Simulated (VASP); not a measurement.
A run of VASP 6.6.1 is set up as follows.

File INCAR:

```
SYSTEM = TiAl3
ALGO = Normal ; EDIFF = 1E-6
ENCUT = 500 ; GGA = PS
GGA_COMPAT = .FALSE. ; ISIF = 2
ISMEAR = 0 ; LASPH = .TRUE.
LCHARG = .FALSE. ; LREAL = .FALSE.
LWAVE = .FALSE. ; NBANDS = 44
NELM = 120 ; PREC = Accurate
SIGMA = 0.15
```

The input KPOINTS:

```
k-points
0
G
  12 12 4
  0 0 0
```

POSCAR

```
TiAl3
1.0
    0.0000000000     -3.9483448101      0.0000000000
    0.0000000000      0.0000000000     -3.9483448101
   11.8450344303     -0.7896689620      0.0000000000
Ti Al
3 9
Direct
   -0.0499966667      1.0000000000      0.2499833333
   -0.1166633333      1.0000000000      0.5833166667
   -0.1833300000      1.0000000000      0.9166500000
    0.4833366667      0.0000000000      0.0833166667
    0.4166700000      0.0000000000      0.4166500000
    0.3500033333      0.0000000000      0.7499833333
   -0.0166633333      0.5000000000      0.0833166667
   -0.0833300000      0.5000000000      0.4166500000
   -0.1499966667      0.5000000000      0.7499833333
    0.3166700000      0.5000000000      0.9166500000
    0.4500033333      0.5000000000      0.2499833333
    0.3833366667      0.5000000000      0.5833166667
```

Potentials or basis: VASP PAW PBE potentials, release 64 (Ti_sv, Al).

Run with:

```console
$ cat potpaw_PBE.64/Ti_sv/POTCAR potpaw_PBE.64/Al/POTCAR > POTCAR
$ mpirun -np 1 vasp_std > vasp.out
```

Q: What does it give for the largest force?

A: 3.181 eV/Å.

Q: What does it give for the pressure?

A: 3.1 GPa.

Q: Estimate the band gap on the k mesh.

A: Zero (an odd number of electrons rules out a gap without spin polarisation).

Stress tensor (GPa, compression positive):
```
 7.47  5.99  0.00
 5.99  2.86  0.00
 0.00  0.00 -0.95
```

Caveat: the cell differs from its parent crystal (the part above a cut slid along it); the stress differs along the axes, from -1 to 7 GPa; the PAW data sets were made with another functional, which shifts forces and pressure a little.
